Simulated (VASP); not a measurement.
Here is a VASP 6.6.1 calculation.

Contents of INCAR:

```
SYSTEM = LiCl
PREC = Accurate
ENCUT = 520
EDIFF = 1E-6
ISMEAR = -1
SIGMA = 0.02
LREAL = .False.
LASPH = .True.
NELM = 80
ALGO = Normal
ISIF = 2
LWAVE = .False.
LCHARG = .False.
GGA = PE
NBANDS = 12
```

The input KPOINTS:

```
regular mesh
0
Gamma
  8 8 8
  0 0 0
```

File POSCAR:

```
LiCl
1.0
    0.0000000000      2.7574202021      2.7574202021
    2.7574202021      0.0000000000      2.7574202021
    2.7574202021      2.7574202021      0.0000000000
Li Cl
1 1
Direct
    0.0000000000      0.0000000000      0.0000000000
    0.2500000000      0.2500000000      0.2500000000
```

Potentials or basis: VASP PAW PBE potentials, release 64 (Li_sv, Cl).

The run is started by

```console
$ cat potpaw_PBE.64/Li_sv/POTCAR potpaw_PBE.64/Cl/POTCAR > POTCAR
$ mpirun -np 1 vasp_std > vasp.out
```

Predict the band gap on the k mesh.

5.96 eV.

 A k mesh can miss the band edges.
